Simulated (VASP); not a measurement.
A run of VASP 6.6.1:

Contents of INCAR:

```
SYSTEM = MgH2
PREC     = Accurate       ! precision mode
ENCUT    = 600            ! plane-wave cutoff, eV
EDIFF    = 1E-6           ! SCF threshold, eV
ISMEAR   = -1             ! smearing method
SIGMA    = 0.01           ! smearing width, eV
LREAL    = .FALSE.        ! projectors in reciprocal space
LASPH    = .TRUE.         ! aspherical terms in the spheres
NELM     = 60             ! most SCF steps
ALGO     = Normal         ! electronic algorithm
ISIF     = 3              ! what is computed and relaxed
LWAVE    = .FALSE.        ! write WAVECAR
LCHARG   = .FALSE.        ! write CHGCAR
IBRION   = 2              ! ionic algorithm
NSW      = 80             ! ionic steps
EDIFFG   = -0.03          ! ionic threshold
PSTRESS  = 100.0
```

The input KPOINTS:

```
regular mesh
0
G
  9 9 7
  0 0 0
```

File POSCAR:

```
MgH2
1.0
    3.0000000000      0.0000000000      0.0000000000
   -1.5000000000      2.5980762114      0.0000000000
    0.0000000000      0.0000000000      3.3000000000
Mg H
1 2
Direct
    0.0000000000      0.0000000000      0.0000000000
    0.3333333333      0.6666666667      0.5000000000
    0.6666666667      0.3333333333      0.5000000000
```

Potentials or basis: VASP PAW LDA potentials, release 64 (Mg, H).

Command:

```bash
$ cat potpaw_LDA.64/Mg/POTCAR potpaw_LDA.64/H/POTCAR > POTCAR
$ mpirun -np 1 vasp_std > vasp.out
```

Hardware: 1 thread of Intel(R) Xeon(R) Platinum 8488C (Sapphire Rapids), with other jobs on the host.

**Question.** Estimate the wall time of this run.

**Answer.** It took 25 s on 1 thread of Intel(R) Xeon(R) Platinum 8488C (Sapphire Rapids), on a shared host, peak memory 0.14 GiB. Counts: scf iterations 65, k points 48, ion steps 14.
